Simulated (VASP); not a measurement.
Here is a VASP 6.6.1 calculation.

Contents of POSCAR:

```
CsH
1.0
   -0.0638250884      3.1593418758      3.1593418758
    3.1593418758     -0.0638250884      3.1593418758
    3.1593418758      3.1593418758     -0.0638250884
Cs H
1 1
Direct
    0.0000000000      0.0000000000      0.0000000000
    0.5000000000      0.5000000000      0.5000000000
```

File INCAR.step1:

```
  PREC = Accurate
  ENCUT = 520
  ISMEAR = -1
  SIGMA = 0.02
  LREAL = False
  LASPH = True
  NELM = 80
  NBANDS = 12
  GGA = PE
  ALGO = Normal
  EDIFF = 1E-4
  LWAVE = True
  LCHARG = False
```

INCAR.step2

```
  PREC = Accurate
  ENCUT = 520
  EDIFF = 1E-8
  ISMEAR = -1
  SIGMA = 0.02
  LREAL = False
  LASPH = True
  NELM = 80
  ALGO = Normal
  ISIF = 2
  LWAVE = False
  LCHARG = False
  METAGGA = R2SCAN
  LMIXTAU = True
  LEFG = True
  NBANDS = 12
  ISTART = 1
```

KPOINTS

```
Automatic mesh
0
Gamma
  7 7 7
```

Potentials or basis: VASP PAW PBE potentials, release 64 (Cs_sv, H).

Command:

```bash
$ cat potpaw_PBE.64/Cs_sv/POTCAR potpaw_PBE.64/H/POTCAR > POTCAR
$ cp INCAR.step1 INCAR
$ mpirun -np 1 vasp_std > vasp.out
$ cp INCAR.step2 INCAR
$ mpirun -np 1 vasp_std > vasp.out
```

Predict the pressure.

0.0 GPa.

Estimate the band gap on the k mesh.

2.88 eV (least direct gap 2.90 eV).

Stress tensor (GPa, compression positive):
```
0.01 0.09 0.09
0.09 0.01 0.09
0.09 0.09 0.01
```

Caveat: the cell differs from its parent crystal (equal xy, yz and zx shear strains of -2 %); without QUAD_EFG the Cq values of the log hold for a quadrupole moment of 1 mb, not for the nuclei; the PAW data sets were made with another functional, which shifts forces and pressure a little; spin-orbit coupling is left out, which moves the levels of the heavy elements; an odd mesh through Γ misses points on the zone boundary, where band edges can lie.
